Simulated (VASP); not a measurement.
# C (I4_1/amd) in VASP: further runs

Runs on C. Level: PBEsol. Tasks: single point.

Everything below comes from runs of VASP 6.6.1. Logs are shortened: lines on timing, memory, paths and dates and some standing lists are left out, and cuts for length are marked.

## Step 1: The cell of the first run

It takes space group I4_1/amd (No. 141, tetragonal). Conventional cell: a = 2.412 Å, b = 2.412 Å, c = 3.696 Å, α = 90.00°, β = 90.00°, γ = 90.00°. Within 2.0 Å of C (site symmetry -4m2) lie 4 C at 1.52 Å.

## Step 2: Single point, PBEsol (strain -0.040 along x and y, +0.040 along z)

Contents of INCAR:

```
SYSTEM = C
PREC = Accurate
ENCUT = 520
EDIFF = 1E-6
ISMEAR = 0
SIGMA = 0.05
LREAL = .False.
LASPH = .True.
NELM = 100
ALGO = Normal
ISIF = 2
LWAVE = .False.
LCHARG = .True.
GGA = PS
LELF = .True.
LVHAR = .True.
NBANDS = 11
```

Contents of KPOINTS:

```
regular mesh
0
Gamma
  12 12 12
  0 0 0
```

Contents of POSCAR:

```
C
1.0
    0.0000000000      1.7058284293      1.8479807985
    1.7058284293      0.0000000000      1.8479807985
    1.7058284293      1.7058284293      0.0000000000
C
2
Direct
    0.5000000000      0.5000000000      0.5000000000
    0.7500000000      0.7500000000      0.7500000000
```

Potentials or basis: VASP PAW PBE potentials, release 64 (C).

Command:

```console
$ cat potpaw_PBE.64/C/POTCAR > POTCAR
$ mpirun -np 1 vasp_std > vasp.out
```

OUTCAR:

```text
SYSTEM = C
   PREC = Accurate
   ENCUT = 520
   EDIFF = 1E-6
   ISMEAR = 0
   LREAL = .False.
   LASPH = .True.
   NELM = 100
   ISIF = 2
   GGA = PS

 ion  position               nearest neighbor table
   1  0.500  0.500  0.500-   2 1.52   2 1.52   2 1.52   2 1.52
   2  0.750  0.750  0.750-   1 1.52   1 1.52   1 1.52   1 1.52

  LATTYP: Found a body centered tetragonal cell.
 ALAT       =     2.4124056998
 C/A-ratio  =     1.5320646926

  Lattice vectors:

 A1 = (  -1.7058284293,   0.0000000000,   1.8479807985)
 A2 = (   1.7058284293,   0.0000000000,   1.8479807985)
 A3 = (   0.0000000000,   1.7058284293,  -1.8479807985)

Analysis of symmetry for initial positions (statically):
=====================================================================
 Subroutine PRICEL returns:
 Original cell was already a primitive cell.

 Routine SETGRP: Setting up the symmetry group for a
 body centered tetragonal supercell.

 Subroutine GETGRP returns: Found 16 space group operations
 (whereof  8 operations were pure point group operations)
 out of a pool of 16 trial point group operations.

The static configuration has the point symmetry D_2d.
 The point group associated with its full space group is D_4h.

Analysis of symmetry for dynamics (positions and initial velocities):
=====================================================================
 Subroutine PRICEL returns:
 Original cell was already a primitive cell.

 Routine SETGRP: Setting up the symmetry group for a
 body centered tetragonal supercell.

 Subroutine GETGRP returns: Found 16 space group operations
 (whereof  8 operations were pure point group operations)
 out of a pool of 16 trial point group operations.

The dynamic configuration has the point symmetry D_2d.
 The point group associated with its full space group is D_4h.

 Subroutine INISYM returns: Found 16 space group operations
 (whereof  8 operations are pure point group operations),
 and found     1 'primitive' translations

----------------------------------------------------------------------------------------

                                     Primitive cell

  volume of cell :      10.7547

  direct lattice vectors                    reciprocal lattice vectors
     0.000000000  1.705828429  1.847980799    -0.293112714  0.293112714  0.270565582
     1.705828429  0.000000000  1.847980799     0.293112714 -0.293112714  0.270565582
     1.705828429  1.705828429  0.000000000     0.293112714  0.293112714 -0.270565582

  length of vectors
     2.514932139  2.514932139  2.412405700     0.495010970  0.495010970  0.495010970
[... 85 lines left out ...]
   IBRION =     -1    ionic relax: 0-MD 1-quasi-New 2-CG
   NFREE  =      0    steps in history (QN), initial steepest desc. (CG)
   ISIF   =      2    stress and relaxation
   ISYM   =      2    0-nonsym 1-usesym 2-fastsym
   POTIM  = 0.5000    time-step for ionic-motion
   TEBEG  =    0.0;   TEEND  =   0.0 temperature during run
   PSTRESS=    0.0 pullay stress
   NELECT =       8.0000    total number of electrons
   NUPDOWN=      -1.0000    fix difference up-down
   EMIN   =  10.00;   EMAX   =-10.00  energy-range for DOS
   EFERMI =   0.00;   METHOD = LEGACY
   ISMEAR =     0;   SIGMA  =   0.05  broadening in eV -4-tet -1-fermi 0-gaus
   EFERMI_NEDOS =   21; number of points for ismear=-14 and -15
   IALGO  =     38    algorithm
   IMIX   =      4    mixing-type and parameters
     AMIX     =   0.40;   BMIX     =  1.00
     AMIX_MAG =   1.60;   BMIX_MAG =  1.00
  volume/ion in A,a.u.               =       5.38        36.29
  Fermi-wavevector in a.u.,A,eV,Ry     =   1.483333  2.803094 29.936600  2.200278
  Thomas-Fermi vector in A             =   2.597008
   LORBIT       =      0    0 simple, 1 ext, 2 COOP (PROOUT), +10 PAW based schemes
   GGA     = PS    functional components
   LHFCALC =     F    Hartree Fock is set to
   AEXX    =    0.0000 exact exchange contribution
   IVDW    =     0    specifies the selected vdW correction
   LEPSILON=     F    determine dielectric tensor
   LRPA    =     F    only Hartree local field effects (RPA)
 non-spin polarized calculation
 Gauss-broadening in eV      SIGMA  =   0.05
  energy-cutoff  :      520.00
  volume of cell :       10.75
 maximum number of plane-waves:       301
   NGX =  9   NGY =  9   NGZ =  9

 number of electron       8.0000000 magnetization

 Free energy of the ion-electron system (eV)
  ---------------------------------------------------
  ext. energy  EPLUGINS =         0.00000000
  ---------------------------------------------------
  free energy    TOTEN  =       -19.06959387 eV

  energy without entropy =      -19.06959387  energy(sigma->0) =      -19.06959387

 E-fermi :  11.1891     XC(G=0): -13.7052

 val. band max:       10.9634467376   @ k =   0.0000   0.0000   0.0000
 cond. band min:      14.0852935294   @ k =   0.4167   0.0000   0.4167
 fundamental gap:      3.1218467918
 Fermi energy:        11.1890520659

 k-point     1 :       0.0000    0.0000    0.0000
  band No.  band energies     occupation
      1     -11.7468      2.00000
      2       9.5925      2.00000
      3      10.9634      2.00000
      4      10.9634      2.00000
      5      15.9240      0.00000
      6      15.9240      0.00000
      7      16.9220      0.00000
      8      24.9707      0.00000
      9      30.2374      0.00000
     10      34.7512      0.00000
     11      35.6546      0.00000
[... 309 lines left out ...]
 k-point    24 :      -0.4167    0.1667    0.0000
  band No.  band energies     occupation
      1      -5.0794      2.00000
      2      -2.8199      2.00000
      3       3.9078      2.00000
      4       7.5795      2.00000
      5      18.9769      0.00000
      6      21.1846      0.00000
      7      21.7556      0.00000
      8      26.6064      0.00000
      9      30.9731      0.00000
     10      35.3144      0.00000
     11      35.5479      0.00000

 [... further k-points ...]
[... 5 lines left out ...]
  --------------------------------------------------------------------------------------
  -------------------------------------------------------------------------------------
  Total        3.3614932      3.3614932     -2.2888151      0.0000000      0.0000000      0.0000000
  in kB      500.7773399    500.7773399   -340.9754814      0.0000000      0.0000000      0.0000000
  external PRESSURE =     220.1930661 kB  Pullay stress =       0.0000000 kB

 VOLUME and BASIS-vectors are now :
 -----------------------------------------------------------------------------
  energy-cutoff  :      520.00
  volume of cell :       10.75
      direct lattice vectors                 reciprocal lattice vectors
     0.000000000  1.705828429  1.847980799    -0.293112714  0.293112714  0.270565582
     1.705828429  0.000000000  1.847980799     0.293112714 -0.293112714  0.270565582
     1.705828429  1.705828429  0.000000000     0.293112714  0.293112714 -0.270565582

 POSITION                                       TOTAL-FORCE (eV/Angst)
 -----------------------------------------------------------------------------------
      1.70583      1.70583      1.84798        -0.000000     -0.000000     -0.000000
      2.55874      2.55874      2.77197         0.000000      0.000000      0.000000
 -----------------------------------------------------------------------------------
    total drift:                                0.000000     -0.000000      0.000000

  FREE ENERGIE OF THE ION-ELECTRON SYSTEM (eV)
  ---------------------------------------------------
  free  energy   TOTEN  =       -19.0695938680 eV

  energy  without entropy=      -19.0695938680  energy(sigma->0) =      -19.06959387
```

stdout:

```text
POSCAR found type information on POSCAR C
 POSCAR found :  1 types and       2 ions
 scaLAPACK will be used
 -----------------------------------------------------------------------------
|                                                                             |
|                                                                             |
|     You enforced a specific xc type in the INCAR file but a different       |
|     I HOPE YOU KNOW WHAT YOU ARE DOING!                                     |
|                                                                             |
 -----------------------------------------------------------------------------

 LDA part: xc-table for (Slater+PW92), standard interpolation
 POSCAR, INCAR and KPOINTS ok, starting setup
 FFT: planning ... GRIDC
 FFT: planning ... GRID_SOFT
 FFT: planning ... GRID
 WAVECAR not read
 entering main loop
```

Wall time 13 s (1 thread of Intel Xeon Platinum 8488C (Sapphire Rapids), shared host); peak memory 0.12 GiB.

What came out:

| Property | Result |
| --- | --- |
| Free energy | -19.0696 eV |
| Pressure | 22.0 GPa |
| Band gap on the k mesh | 3.12 eV, indirect (least direct gap 4.96 eV) |

Stress tensor (GPa, compression positive):
```
 50.08   0.00   0.00
  0.00  50.08   0.00
  0.00   0.00 -34.10
```

Levels at points of the mesh, in eV from the valence-band top:
```
           k point  band 1  band 2  band 3  band 4  band 5  band 6  band 7  band 8  band 9
(0.00, 0.00, 0.00)  -22.71   -1.37    0.00    0.00    4.96    4.96    5.96   14.01   19.27
(0.50, 0.00, 0.00)  -16.54  -14.51   -4.20   -2.60    6.72    8.53   10.16   15.57   21.80
(0.50, 0.50, 0.00)  -14.47  -14.47   -6.25   -6.25    5.58    5.58   16.80   16.80   22.73
(0.50, 0.00, 0.50)  -13.16  -13.16   -7.48   -7.48    3.66    3.66   16.92   16.92   23.69
```

Caveat: the cell differs from its parent crystal (strain -0.040 along x and y, +0.040 along z); the PAW data sets were made with another functional, which shifts forces and pressure a little. A k mesh can miss the band edges.

## Step 3: Single point, PBEsol (strain +0.000 along x and y, -0.040 along z)

Contents of INCAR:

```
SYSTEM = C
  PREC = Accurate
  ENCUT = 520
  EDIFF = 1E-6
  ISMEAR = 0
  SIGMA = 0.05
  LREAL = .False.
  LASPH = .True.
  NELM = 60
  ALGO = Normal
  ISIF = 2
  LWAVE = .False.
  LCHARG = .True.
  GGA = PS
  LELF = .True.
  LVHAR = .True.
  NBANDS = 11
```

Contents of KPOINTS:

```
Automatic mesh
0
Gamma
  12 12 12
  0 0 0
```

Contents of POSCAR:

```
C
1.0
    0.0000000000      1.7769046139      1.7058284293
    1.7769046139      0.0000000000      1.7058284293
    1.7769046139      1.7769046139      0.0000000000
C
2
Direct
    0.5000000000      0.5000000000      0.5000000000
    0.7500000000      0.7500000000      0.7500000000
```

Potentials or basis: VASP PAW PBE potentials, release 64 (C).

Command:

```console
$ cat potpaw_PBE.64/C/POTCAR > POTCAR
$ mpirun -np 1 vasp_std > vasp.out
```

Wall time 10 s (1 thread of Intel Xeon Platinum 8488C (Sapphire Rapids), shared host); peak memory 0.12 GiB.

It converged, with:

* Free energy: -19.1837 eV
* Pressure: 21.1 GPa
* Band gap on the k mesh: 3.11 eV, indirect (least direct gap 4.95 eV)

Stress tensor (GPa, compression positive):
```
 8.48  0.00  0.00
 0.00  8.48  0.00
 0.00  0.00 46.35
```

Levels at points of the mesh, in eV from the valence-band top:
```tsv
k point	band 1	band 2	band 3	band 4	band 5	band 6	band 7	band 8
(0.00, 0.00, 0.00)	-22.64	-0.61	-0.61	0.00	4.95	5.46	5.46	14.14
(0.50, 0.00, 0.00)	-16.49	-14.46	-3.72	-2.98	7.90	7.99	9.63	15.57
(0.50, 0.50, 0.00)	-13.10	-13.10	-7.48	-7.48	3.65	3.65	17.30	17.30
(0.50, 0.00, 0.50)	-13.78	-13.78	-6.84	-6.84	4.65	4.65	17.02	17.02
```

Caveat: the cell differs from its parent crystal (strain +0.000 along x and y, -0.040 along z); the PAW data sets were made with another functional, which shifts forces and pressure a little. A k mesh can miss the band edges.

## Step 4: Single point, PBEsol (strain +0.000 along x and y, +0.040 along z)

Contents of INCAR:

```
SYSTEM = C
PREC = Accurate
ENCUT = 520
EDIFF = 1E-7
ISMEAR = 0
SIGMA = 0.05
LREAL = .FALSE.
LASPH = .TRUE.
NELM = 80
ALGO = Normal
ISIF = 2
LWAVE = .FALSE.
LCHARG = .TRUE.
GGA = PS
LELF = .TRUE.
LVHAR = .TRUE.
NBANDS = 11
```

Contents of KPOINTS:

```
regular mesh
0
G
  12 12 12
  0 0 0
```

Contents of POSCAR:

```
C
1.0
    0.0000000000      1.7769046139      1.8479807985
    1.7769046139      0.0000000000      1.8479807985
    1.7769046139      1.7769046139      0.0000000000
C
2
Direct
    0.5000000000      0.5000000000      0.5000000000
    0.7500000000      0.7500000000      0.7500000000
```

Command:

```console
$ cat potpaw_PBE.64/C/POTCAR > POTCAR
$ mpirun -np 1 vasp_std > vasp.out
```

Wall time 29 s (1 thread of Intel Xeon 8259CL, shared host); peak memory 0.13 GiB.

The run converged. Its results:

* Free energy: -19.1952 eV
* Pressure: -15.5 GPa
* Band gap on the k mesh: 3.48 eV, indirect (least direct gap 5.12 eV)

Stress tensor (GPa, compression positive):
```
 -3.33   0.00   0.00
  0.00  -3.33   0.00
  0.00   0.00 -39.71
```

Levels at points of the mesh, in eV from the valence-band top:
| k point | band 1 | band 2 | band 3 | band 4 | band 5 | band 6 | band 7 | band 8 | band 9 |
| --- | --- | --- | --- | --- | --- | --- | --- | --- | --- |
| (0.00, 0.00, 0.00) | -21.35 | -0.61 | 0.00 | 0.00 | 5.12 | 5.12 | 5.59 | 12.50 | 18.41 |
| (0.50, 0.00, 0.00) | -15.67 | -13.35 | -3.29 | -2.58 | 7.34 | 8.22 | 8.81 | 15.05 | 21.01 |
| (0.50, 0.50, 0.00) | -13.17 | -13.17 | -5.98 | -5.98 | 4.94 | 4.94 | 16.01 | 16.01 | 21.96 |
| (0.50, 0.00, 0.50) | -12.58 | -12.58 | -6.55 | -6.55 | 4.05 | 4.05 | 16.15 | 16.15 | 22.47 |

Caveat: the cell differs from its parent crystal (strain +0.000 along x and y, +0.040 along z); the PAW data sets were made with another functional, which shifts forces and pressure a little.

## Step 5: Summary

| cell | gap on the mesh (eV) | pressure (GPa) |
| --- | --- | --- |
| a = 2.515, b = 2.515, c = 2.412 Å, angles 61.3, 61.3, 57.3°, 2 atoms | 3.12 | 22.0 |
| a = 2.463, b = 2.463, c = 2.513 Å, angles 59.3, 59.3, 61.3°, 2 atoms | 3.11 | 21.1 |
| a = 2.564, b = 2.564, c = 2.513 Å, angles 60.7, 60.7, 58.7°, 2 atoms | 3.48 | -15.5 |

Alike in all rows: task single point; level PBEsol; potentials or basis VASP PAW PBE potentials, release 64 (C); no spin polarisation; k mesh 12 × 12 × 12; cutoff (eV) 520; smearing gaussian 0.05 eV.

Caveats: the PAW data sets were made with another functional, which shifts forces and pressure a little.

Absolute energies hang on the potentials; compare differences alone.
